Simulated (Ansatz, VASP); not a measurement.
One calculation of Zr2TiC3, two programs

```
CELL_PARAMETERS angstrom
-1.63086 1.63086 6.87582
1.63086 -1.63086 6.87582
1.63086 1.63086 -6.87582
ATOMIC_POSITIONS crystal
Zr 0.83654 0.83654 0.00000
Zr 0.16346 0.16346 0.00000
Ti 0.50000 0.50000 0.00000
C 0.66124 0.66124 0.00000
C 0.33876 0.33876 0.00000
C 0.00000 0.00000 0.00000
```

Alike in both runs: functional PBE; k mesh 16 × 16 × 16; occupations gaussian, width 0.1 eV; no spin polarisation.

Ansatz relaxed the structure, and its values are those at the end. VASP's run is a single point on that final structure, the one shown.

```csv
,VASP,Ansatz
version,VASP 6.6.1,Ansatz 0.2.0
potentials or method,"VASP PAW PBE potentials, release 64 (Zr_sv, Ti_sv, C), cutoff 520 eV","scalar-relativistic, plane waves, PAW"
valence electrons in the cell,48,48
```

VASP gave:

| Property | Result |
| --- | --- |
| gap on the k mesh at the Fermi level (eV) | none |
| pressure (GPa) | 0.3 |

Q: Estimate Ansatz's values.

A: gap on the k mesh at the Fermi level (eV): none; pressure (GPa): 0.0.

A gap of «none» marks a metal or a gap that the smearing closes. The functional is the same, so the differences come from potentials, cutoffs and numerics.
